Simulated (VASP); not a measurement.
# LaScO3 (Pnma) in VASP: electric field gradients with r2SCAN

Aim: the electric field gradients of LaScO3 with r2SCAN.

Program: VASP 6.6.1. These are calculated values, not measurements. Logs are shortened: lines on timing, memory, paths and dates and some standing lists are left out, and cuts for length are marked.

### Step 1. The cell of the first run

It takes space group Pnma (No. 62, orthorhombic). Conventional cell: a = 5.791 Å, b = 8.095 Å, c = 5.680 Å, α = 90.00°, β = 90.00°, γ = 90.00°. La (site symmetry m) has 8 O at 2.38 to 2.89 Å within 3.1 Å. Within 2.8 Å of Sc (site symmetry -1) lie 6 O at 2.10 to 2.12 Å. O (site symmetry 1) has 2 Sc at 2.10 to 2.12 Å and 2 La at 2.41 to 2.70 Å within 2.8 Å. O (site symmetry m) has 2 Sc at 2.11 Å and 2 La at 2.38 to 2.52 Å within 2.8 Å.

### Step 2. Electric field gradients, r2SCAN

POSCAR

```
LaScO3
1.0
    5.7907000000      0.0000000000      0.0000000000
    0.0000000000      8.0945000000      0.0000000000
    0.0000000000      0.0000000000      5.6803000000
La Sc O
4 4 12
Direct
    0.9553321218      0.2500000000      0.0110464283
    0.0446678782      0.7500000000      0.9889535717
    0.5446678782      0.7500000000      0.5110464283
    0.4553321218      0.2500000000      0.4889535717
    0.5000000000      0.0000000000      0.0000000000
    0.5000000000      0.5000000000      0.0000000000
    0.0000000000      0.0000000000      0.5000000000
    0.0000000000      0.5000000000      0.5000000000
    0.2967001840      0.9468459458      0.7035098320
    0.7032998160      0.4468459458      0.2964901680
    0.2032998160      0.0531540542      0.2035098320
    0.7967001840      0.5531540542      0.7964901680
    0.7032998160      0.0531540542      0.2964901680
    0.2967001840      0.5531540542      0.7035098320
    0.7967001840      0.9468459458      0.7964901680
    0.2032998160      0.4468459458      0.2035098320
    0.5336103026      0.2500000000      0.8997202107
    0.4663896974      0.7500000000      0.1002797893
    0.9663896974      0.7500000000      0.3997202107
    0.0336103026      0.2500000000      0.6002797893
```

INCAR.step1

```
SYSTEM = LaScO3
  PREC = Accurate
  ENCUT = 580
  ISMEAR = -1
  SIGMA = 0.02
  LREAL = .FALSE.
  LASPH = .TRUE.
  NELM = 200
  NBANDS = 96
  GGA = PE
  ALGO = Normal
  EDIFF = 1E-5
  LWAVE = .TRUE.
  LCHARG = .FALSE.
  GGA_COMPAT = .FALSE.
  LMAXMIX = 6
```

INCAR.step2

```
SYSTEM = LaScO3
  PREC = Accurate
  ENCUT = 580
  EDIFF = 1E-7
  ISMEAR = -1
  SIGMA = 0.02
  LREAL = .FALSE.
  LASPH = .TRUE.
  NELM = 200
  ALGO = Normal
  ISIF = 2
  LWAVE = .FALSE.
  LCHARG = .FALSE.
  METAGGA = R2SCAN
  LMIXTAU = .TRUE.
  LEFG = .TRUE.
  NBANDS = 96
  ISTART = 1
  GGA_COMPAT = .FALSE.
  LMAXMIX = 6
```

KPOINTS

```
regular mesh
0
G
  4 3 4
  0 0 0
```

Potentials or basis: VASP PAW PBE potentials, release 64 (La, Sc_sv, O).

Started as:

```console
cat potpaw_PBE.64/La/POTCAR potpaw_PBE.64/Sc_sv/POTCAR potpaw_PBE.64/O/POTCAR > POTCAR
cp INCAR.step1 INCAR
mpirun -np 1 vasp_std > vasp.out
cp INCAR.step2 INCAR
mpirun -np 1 vasp_std > vasp.out
```

OUTCAR:

```text
SYSTEM = LaScO3
   PREC = Accurate
   ENCUT = 580
   EDIFF = 1E-7
   ISMEAR = -1
   LREAL = .FALSE.
   LASPH = .TRUE.
   NELM = 200
   ISIF = 2
   METAGGA = R2SCAN
   ISTART = 1

 ion  position               nearest neighbor table
   1  0.955  0.250  0.011-  20 2.38  16 2.41  11 2.41  17 2.52  13 2.70  10 2.70   5 3.32   6 3.32
                             7 3.45   8 3.45   7 3.55   8 3.55
   2  0.045  0.750  0.989-  19 2.38  15 2.41  12 2.41  18 2.52  14 2.70   9 2.70   5 3.32   6 3.32
                             7 3.45   8 3.45   7 3.55   8 3.55
   3  0.545  0.750  0.511-  18 2.38  14 2.41   9 2.41  19 2.52  12 2.70  15 2.70   7 3.32   8 3.32
                             5 3.45   6 3.45   5 3.55   6 3.55
   4  0.455  0.250  0.489-  17 2.38  13 2.41  10 2.41  20 2.52  11 2.70  16 2.70   7 3.32   8 3.32
                             5 3.45   6 3.45   5 3.55   6 3.55
   5  0.500  0.000  0.000-   9 2.10  13 2.10  18 2.11  17 2.11  11 2.12  15 2.12   1 3.32   2 3.32
                             3 3.45   4 3.45   3 3.55   4 3.55
   6  0.500  0.500  0.000-  10 2.10  14 2.10  18 2.11  17 2.11  12 2.12  16 2.12   1 3.32   2 3.32
                             3 3.45   4 3.45   3 3.55   4 3.55
   7  0.000  0.000  0.500-  11 2.10  15 2.10  19 2.11  20 2.11  13 2.12   9 2.12   3 3.32   4 3.32
                             1 3.45   2 3.45   1 3.55   2 3.55
   8  0.000  0.500  0.500-  12 2.10  16 2.10  19 2.11  20 2.11  14 2.12  10 2.12   3 3.32   4 3.32
                             1 3.45   2 3.45   1 3.55   2 3.55
   9  0.297  0.947  0.704-   5 2.10   7 2.12   3 2.41   2 2.70
  10  0.703  0.447  0.296-   6 2.10   8 2.12   4 2.41   1 2.70
  11  0.203  0.053  0.204-   7 2.10   5 2.12   1 2.41   4 2.70
  12  0.797  0.553  0.796-   8 2.10   6 2.12   2 2.41   3 2.70
  13  0.703  0.053  0.296-   5 2.10   7 2.12   4 2.41   1 2.70
  14  0.297  0.553  0.704-   6 2.10   8 2.12   3 2.41   2 2.70
  15  0.797  0.947  0.796-   7 2.10   5 2.12   2 2.41   3 2.70
  16  0.203  0.447  0.204-   8 2.10   6 2.12   1 2.41   4 2.70
  17  0.534  0.250  0.900-   5 2.11   6 2.11   4 2.38   1 2.52
  18  0.466  0.750  0.100-   5 2.11   6 2.11   3 2.38   2 2.52
  19  0.966  0.750  0.400-   7 2.11   8 2.11   2 2.38   3 2.52
  20  0.034  0.250  0.600-   7 2.11   8 2.11   1 2.38   4 2.52

  LATTYP: Found a simple orthorhombic cell.
 ALAT       =     5.6803000000
 B/A-ratio  =     1.0194355932
 C/A-ratio  =     1.4250127634

  Lattice vectors:

 A1 = (   0.0000000000,   0.0000000000,   5.6803000000)
 A2 = (   5.7907000000,   0.0000000000,   0.0000000000)
 A3 = (   0.0000000000,   8.0945000000,   0.0000000000)

Analysis of symmetry for initial positions (statically):
=====================================================================
 Subroutine PRICEL returns:
 Original cell was already a primitive cell.

 Routine SETGRP: Setting up the symmetry group for a
 simple orthorhombic supercell.

 Subroutine GETGRP returns: Found  8 space group operations
 (whereof  2 operations were pure point group operations)
 out of a pool of  8 trial point group operations.

The static configuration has the point symmetry S_2 .
 The point group associated with its full space group is D_2h.

Analysis of symmetry for dynamics (positions and initial velocities):
=====================================================================
 Subroutine PRICEL returns:
 Original cell was already a primitive cell.

 Routine SETGRP: Setting up the symmetry group for a
 simple orthorhombic supercell.

 Subroutine GETGRP returns: Found  8 space group operations
 (whereof  2 operations were pure point group operations)
 out of a pool of  8 trial point group operations.

The dynamic configuration has the point symmetry S_2 .
 The point group associated with its full space group is D_2h.

 Subroutine INISYM returns: Found  8 space group operations
 (whereof  2 operations are pure point group operations),
 and found     1 'primitive' translations

----------------------------------------------------------------------------------------

                                     Primitive cell

  volume of cell :     266.2517

  direct lattice vectors                    reciprocal lattice vectors
     5.790700000  0.000000000  0.000000000     0.172690694  0.000000000  0.000000000
[... 126 lines left out ...]
   NELECT =     160.0000    total number of electrons
   NUPDOWN=      -1.0000    fix difference up-down
   EMIN   =  10.00;   EMAX   =-10.00  energy-range for DOS
   EFERMI =   0.00;   METHOD = LEGACY
   ISMEAR =    -1;   SIGMA  =   0.02  broadening in eV -4-tet -1-fermi 0-gaus
   EFERMI_NEDOS =   21; number of points for ismear=-14 and -15
   IALGO  =     38    algorithm
   IMIX   =      4    mixing-type and parameters
     AMIX     =   0.40;   BMIX     =  1.00
     AMIX_MAG =   1.60;   BMIX_MAG =  1.00
  volume/ion in A,a.u.               =      13.31        89.84
  Fermi-wavevector in a.u.,A,eV,Ry     =   1.381499  2.610655 25.967271  1.908541
  Thomas-Fermi vector in A             =   2.506278
   LORBIT       =      0    0 simple, 1 ext, 2 COOP (PROOUT), +10 PAW based schemes
   METAGGA = R2SCAN    functional components
   LHFCALC =     F    Hartree Fock is set to
   AEXX    =    0.0000 exact exchange contribution
   IVDW    =     0    specifies the selected vdW correction
   LEPSILON=     F    determine dielectric tensor
   LRPA    =     F    only Hartree local field effects (RPA)
 non-spin polarized calculation
  energy-cutoff  :      580.00
  volume of cell :      266.25
 maximum number of plane-waves:      8470
 NGX is ok and might be reduce to    48
   NGX = 23   NGY = 31   NGZ = 23

 number of electron     160.0000006 magnetization

 Free energy of the ion-electron system (eV)
  ---------------------------------------------------
  ext. energy  EPLUGINS =         0.00000000
  ---------------------------------------------------
  free energy    TOTEN  =      -313.29902592 eV

  energy without entropy =     -313.29902592  energy(sigma->0) =     -313.29902592

 E-fermi :   5.2305     XC(G=0): -11.7303

 val. band max:        4.7979569105   @ k =   0.0000   0.0000   0.0000
 cond. band min:       9.3241295774   @ k =   0.0000   0.0000   0.0000
 fundamental gap:      4.5261726669
 Fermi energy:         5.2304920802

 k-point     1 :       0.0000    0.0000    0.0000
  band No.  band energies     occupation
      1     -43.8072      2.00000
      2     -43.8043      2.00000
      3     -43.8015      2.00000
      4     -43.7987      2.00000
      5     -25.9434      2.00000
      6     -25.9120      2.00000
[... 1699 lines left out ...]
     91      10.5005      0.00000
     92      10.5005      0.00000
 [bands above 92 left out]

------------------------ aborting loop because EDIFF is reached ----------------------------------------

  FORCE on cell =-STRESS in cart. coord.  units (eV):
  Direction    XX          YY          ZZ          XY          YZ          ZX
  --------------------------------------------------------------------------------------
  -------------------------------------------------------------------------------------
  Total        1.6136456      1.1489008      0.9685660      0.0000000      0.0000000     -0.0000000
  in kB        9.7101596      6.9135443      5.8283745      0.0000000      0.0000000     -0.0000000
  external PRESSURE =       7.4840261 kB  Pullay stress =       0.0000000 kB

 VOLUME and BASIS-vectors are now :
 -----------------------------------------------------------------------------
  energy-cutoff  :      580.00
  volume of cell :      266.25
      direct lattice vectors                 reciprocal lattice vectors
     5.790700000  0.000000000  0.000000000     0.172690694  0.000000000  0.000000000
     0.000000000  8.094500000  0.000000000     0.000000000  0.123540676  0.000000000
     0.000000000  0.000000000  5.680300000     0.000000000  0.000000000  0.176047040

 POSITION                                       TOTAL-FORCE (eV/Angst)
 -----------------------------------------------------------------------------------
      5.53204      2.02363      0.06275         0.007370     -0.000000      0.003389
      0.25866      6.07088      5.61755        -0.007370      0.000000     -0.003389
      3.15401      6.07088      2.90290        -0.007370     -0.000000      0.003389
      2.63669      2.02363      2.77740         0.007370      0.000000     -0.003389
      2.89535      0.00000      0.00000        -0.000000      0.000000     -0.000000
      2.89535      4.04725      0.00000        -0.000000      0.000000     -0.000000
[... 12 lines left out ...]
      5.59607      6.07088      2.27053         0.014873      0.000000      0.020552
      0.19463      2.02363      3.40977        -0.014873      0.000000     -0.020552
 -----------------------------------------------------------------------------------
    total drift:                               -0.000000      0.000000     -0.000000

  FREE ENERGIE OF THE ION-ELECTRON SYSTEM (eV)
  ---------------------------------------------------
  free  energy   TOTEN  =      -313.2990259161 eV

  energy  without entropy=     -313.2990259161  energy(sigma->0) =     -313.29902592

 Electric field gradients (V/A^2)
---------------------------------------------------------------------
 ion       V_xx      V_yy      V_zz      V_xy      V_xz      V_yz
---------------------------------------------------------------------
   1     -22.839    67.159   -44.321    -0.000   -95.651    -0.000
   2     -22.839    67.159   -44.321     0.000   -95.651    -0.000
   3     -22.839    67.159   -44.321    -0.000    95.651     0.000
   4     -22.839    67.159   -44.321     0.000    95.651     0.000
   5       3.340     1.400    -4.740    -5.475    -2.123    -3.333
   6       3.340     1.400    -4.740     5.475    -2.123     3.333
[... 12 lines left out ...]
  19       8.293    -4.628    -3.665    -0.000    -3.701     0.000
  20       8.293    -4.628    -3.665    -0.000    -3.701    -0.000
---------------------------------------------------------------------

 Electric field gradients after diagonalization (V/A^2)
 (convention: |V_zz| > |V_xx| > |V_yy|)
----------------------------------------------------------------------
 ion       V_xx      V_yy      V_zz     asymmetry (V_yy - V_xx)/ V_zz
----------------------------------------------------------------------
   1      67.159    62.673  -129.832       0.035
   2      67.159    62.673  -129.832       0.035
   3      67.159    62.673  -129.832       0.035
   4      67.159    62.673  -129.832       0.035
   5       7.954     0.015    -7.969       0.996
   6       7.954     0.015    -7.969       0.996
[... 12 lines left out ...]
  19      -4.718    -4.628     9.345       0.010
  20      -4.718    -4.628     9.345       0.010
----------------------------------------------------------------------

           NMR quadrupolar parameters

 Cq : quadrupolar parameter    Cq=e*Q*V_zz/h
 eta: asymmetry parameters     (V_yy - V_xx)/ V_zz
 Q  : nuclear electric quadrupole moment in mb (millibarn)
----------------------------------------------------------------------
 ion       Cq(MHz)       eta       Q (mb)
----------------------------------------------------------------------
   1      -0.314       0.035       1.000
   2      -0.314       0.035       1.000
   3      -0.314       0.035       1.000
   4      -0.314       0.035       1.000
   5      -0.019       0.996       1.000
   6      -0.019       0.996       1.000
[... 12 lines left out ...]
  19       0.023       0.010       1.000
  20       0.023       0.010       1.000
----------------------------------------------------------------------
```

It took 40 min on 1 thread of Intel Xeon 6975P-C (Granite Rapids), shared host; peak memory 0.68 GiB.

What came out:

| Property | Result |
| --- | --- |
| Free energy | -313.2990 eV |
| Pressure | 0.7 GPa |
| Largest force | 0.025 eV/Å |
| Band gap on the k mesh | 4.53 eV, direct |

Forces on the atoms (eV/Å):
```
La   0.007  0.000  0.003
La  -0.007  0.000 -0.003
La  -0.007  0.000  0.003
La   0.007  0.000 -0.003
Sc   0.000  0.000  0.000
Sc   0.000  0.000  0.000
Sc   0.000  0.000  0.000
Sc   0.000  0.000  0.000
O   -0.010  0.007 -0.003
O    0.010  0.007  0.003
O    0.010 -0.007 -0.003
O   -0.010 -0.007  0.003
O    0.010 -0.007  0.003
O   -0.010 -0.007 -0.003
O   -0.010  0.007  0.003
O    0.010  0.007 -0.003
O   -0.015  0.000  0.021
O    0.015  0.000 -0.021
O    0.015  0.000  0.021
O   -0.015  0.000 -0.021
```

Levels at points of the mesh, in eV from the valence-band top:
| k point | band 76 | band 77 | band 78 | band 79 | band 80 | band 81 | band 82 | band 83 | band 84 | band 85 |
| --- | --- | --- | --- | --- | --- | --- | --- | --- | --- | --- |
| (0.00, 0.00, 0.00) | -0.28 | -0.23 | -0.16 | -0.03 | 0.00 | 4.53 | 4.80 | 4.91 | 5.28 | 5.28 |
| (0.50, 0.00, 0.00) | -0.54 | -0.43 | -0.43 | -0.09 | -0.09 | 5.11 | 5.11 | 5.25 | 5.25 | 5.51 |
| (0.00, 0.00, 0.50) | -0.41 | -0.30 | -0.30 | -0.12 | -0.12 | 4.98 | 4.98 | 5.24 | 5.24 | 5.37 |
| (0.50, 0.00, 0.50) | -0.35 | -0.31 | -0.31 | -0.25 | -0.25 | 4.81 | 4.81 | 5.21 | 5.21 | 5.55 |

Electric field gradients, principal values (V/Å²):
| atom | least | middle | greatest (by size) |
| --- | --- | --- | --- |
| 1 La | 62.673 | 67.159 | -129.832 |
| 2 La | 62.673 | 67.159 | -129.832 |
| 3 La | 62.673 | 67.159 | -129.832 |
| 4 La | 62.673 | 67.159 | -129.832 |
| 5 Sc | 0.015 | 7.954 | -7.969 |
| 6 Sc | 0.015 | 7.954 | -7.969 |
| 7 Sc | 0.015 | 7.954 | -7.969 |
| 8 Sc | 0.015 | 7.954 | -7.969 |
| 9 O | -8.752 | -11.477 | 20.229 |
| 10 O | -8.752 | -11.477 | 20.229 |
| 11 O | -8.752 | -11.477 | 20.229 |
| 12 O | -8.752 | -11.477 | 20.229 |
| 13 O | -8.752 | -11.477 | 20.229 |
| 14 O | -8.752 | -11.477 | 20.229 |
| 15 O | -8.752 | -11.477 | 20.229 |
| 16 O | -8.752 | -11.477 | 20.229 |
| 17 O | -4.628 | -4.718 | 9.345 |
| 18 O | -4.628 | -4.718 | 9.345 |
| 19 O | -4.628 | -4.718 | 9.345 |
| 20 O | -4.628 | -4.718 | 9.345 |

Caveat: without QUAD_EFG the Cq values of the log hold for a quadrupole moment of 1 mb, not for the nuclei; the PAW data sets were made with another functional, which shifts forces and pressure a little; spin-orbit coupling is left out, which moves the levels of the heavy elements.
